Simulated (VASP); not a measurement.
Wanted: the native input for a VASP 6.6.1 run.

* Task: single point
* Functional: r2SCAN
* Potentials or basis: VASP PAW PBE potentials, release 64 (Si, O)
* Cutoff: 520 eV
* k mesh: 8 × 8 × 8
* Occupations: gaussian, width 0.01 eV
* Spin: no spin polarisation
* Dipole correction: no
* Further INCAR settings: ALGO = Normal; EDIFF = 1e-06; NBANDS = 25

Crystal: SiO2.

```
Si O
1.0
    -2.47196    2.47196    3.65784
     2.47196   -2.47196    3.65784
     2.47196    2.47196   -3.65784
Si O
2 4
Cartesian
  0.0000 0.0000 0.0000
  0.0000 2.4720 1.8289
  1.2360 2.9583 2.7434
  0.4863 1.2360 0.9145
  -1.2360 1.9857 2.7434
  -0.4863 3.7079 0.9145
```

These files were run (other wordings do the same):

POSCAR

```
SiO2
1.0
   -2.4719629805      2.4719629805      3.6578437053
    2.4719629805     -2.4719629805      3.6578437053
    2.4719629805      2.4719629805     -3.6578437053
Si O
2 4
Direct
    0.0000000000      0.0000000000      0.0000000000
    0.7500000000      0.2500000000      0.5000000000
    0.9733622718      0.6250000000      0.8483622718
    0.3750000000      0.2233622718      0.3483622718
    0.7766377282      0.1250000000      0.1516377282
    0.8750000000      0.0266377282      0.6516377282
```

INCAR.step1

```
PREC = Accurate
ENCUT = 520
ISMEAR = 0
SIGMA = 0.01
LREAL = F
LASPH = T
NELM = 100
NBANDS = 25
GGA = PE
ALGO = Normal
EDIFF = 1E-4
LWAVE = T
LCHARG = F
```

INCAR.step2

```
PREC = Accurate
ENCUT = 520
EDIFF = 1E-6
ISMEAR = 0
SIGMA = 0.01
LREAL = F
LASPH = T
NELM = 100
ALGO = Normal
ISIF = 2
LWAVE = F
LCHARG = F
METAGGA = R2SCAN
LMIXTAU = T
NBANDS = 25
ISTART = 1
```

KPOINTS

```
Automatic mesh
0
Gamma
  8 8 8
```

Potentials or basis: VASP PAW PBE potentials, release 64 (Si, O).

The run is started by

```sh
$ cat potpaw_PBE.64/Si/POTCAR potpaw_PBE.64/O/POTCAR > POTCAR
$ cp INCAR.step1 INCAR
$ mpirun -np 1 vasp_std > vasp.out
$ cp INCAR.step2 INCAR
$ mpirun -np 1 vasp_std > vasp.out
```

Results of the run:

The pressure is 0.2 GPa. The band gap on the k mesh is 6.56 eV, direct.

Caveat: the PAW data sets were made with another functional, which shifts forces and pressure a little.

Wall time 6.2 min on 1 thread of Intel(R) Xeon(R) Platinum 8375C CPU @ 2.90GHz (Ice Lake) (shared host), peak memory 0.3 GiB.
